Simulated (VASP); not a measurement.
Here is a VASP 6.6.1 calculation.

The input INCAR:

```
  PREC = Accurate
  ENCUT = 520
  EDIFF = 1E-6
  ISMEAR = 0
  SIGMA = 0.1
  LREAL = F
  LASPH = T
  NELM = 80
  ALGO = Fast
  ISIF = 2
  LWAVE = F
  LCHARG = F
  GGA = PE
  NBANDS = 35
```

The input KPOINTS:

```
Automatic mesh
0
Gamma
  4 4 4
```

The input POSCAR:

```
Sn2PbO2
1.0
    4.1509942970      0.0000000000      0.0000000000
    0.0000000000      4.1509942970      0.0000000000
    0.0000000000      0.0000000000      6.4943880081
Sn Pb O
2 1 2
Direct
    0.5000000000      0.5000000000      0.5000000000
    0.0000000000      0.0000000000      0.0000000000
    0.0000000000      0.0000000000      0.5000000000
    0.5000000000      0.5000000000      0.1926933760
    0.5000000000      0.5000000000      0.8073066240
```

Potentials or basis: VASP PAW PBE potentials, release 64 (Sn_d, Pb_d, O).

Command:

```sh
$ cat potpaw_PBE.64/Sn_d/POTCAR potpaw_PBE.64/Pb_d/POTCAR potpaw_PBE.64/O/POTCAR > POTCAR
$ mpirun -np 1 vasp_std > vasp.out
```

Problem. What does it give for the band gap on the k mesh?

Solution. Zero (bands 27 and 28 overlap by 2.21 eV).

Problem. What does it give for the largest force?

Solution. 0.056 eV/Å.

Forces on the atoms (eV/Å):
```
Sn   0.000  0.000  0.000
Sn   0.000  0.000  0.000
Pb   0.000  0.000  0.000
O    0.000  0.000 -0.056
O    0.000  0.000  0.056
```

Caveat: the k points lie up to 0.38 Å⁻¹ apart, too coarse for converged energies and pressures of a metal; spin-orbit coupling is left out, which moves the levels of the heavy elements.
